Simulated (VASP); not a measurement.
Wanted: the native input for a VASP 6.6.1 run.

```yaml
Task: single point
Functional: LDA
Potentials_or_basis: VASP PAW LDA potentials, release 64 (Cs_sv)
Cutoff: 520 eV
k_mesh: 8 × 8 × 5
Occupations: fermi-dirac, width 0.1 eV
Spin: no spin polarisation
Dipole_correction: no
Further_INCAR_settings: ALGO = Normal; EDIFF = 1e-06; NBANDS = 16
```

The structure of Cs lies in POSCAR:

```
Cs
1.0
    5.2718937582      0.0000000000      0.0000000000
   -2.6359468791      4.5655939207      0.0000000000
    0.0000000000      0.0000000000      8.6297856320
Cs
2
Direct
    0.3333333333      0.6666666667      0.2500000000
    0.6666666667      0.3333333333      0.7500000000
```

This isn't the form of Cs at room conditions, which is bcc.

One way to write it, as run:

INCAR

```
SYSTEM = Cs
PREC = Accurate
ENCUT = 520
EDIFF = 1E-6
ISMEAR = -1
SIGMA = 0.1
LREAL = .False.
LASPH = .True.
NELM = 60
ALGO = Normal
ISIF = 2
LWAVE = .False.
LCHARG = .False.
NBANDS = 16
```

KPOINTS

```
regular mesh
0
Gamma
  8 8 5
  0 0 0
```

Potentials or basis: VASP PAW LDA potentials, release 64 (Cs_sv).

Command:

```sh
$ cat potpaw_LDA.64/Cs_sv/POTCAR > POTCAR
$ mpirun -np 1 vasp_std > vasp.out
```

Results of the run:

- Pressure: -0.2 GPa
- Band gap on the k mesh: zero (bands 9 and 10 overlap by 1.38 eV)

Caveat: spin-orbit coupling is left out, which moves the levels of the heavy elements.

Wall time 86 s on 1 thread of Intel Xeon 8259CL, with other jobs on the host, peak memory 0.28 GiB.
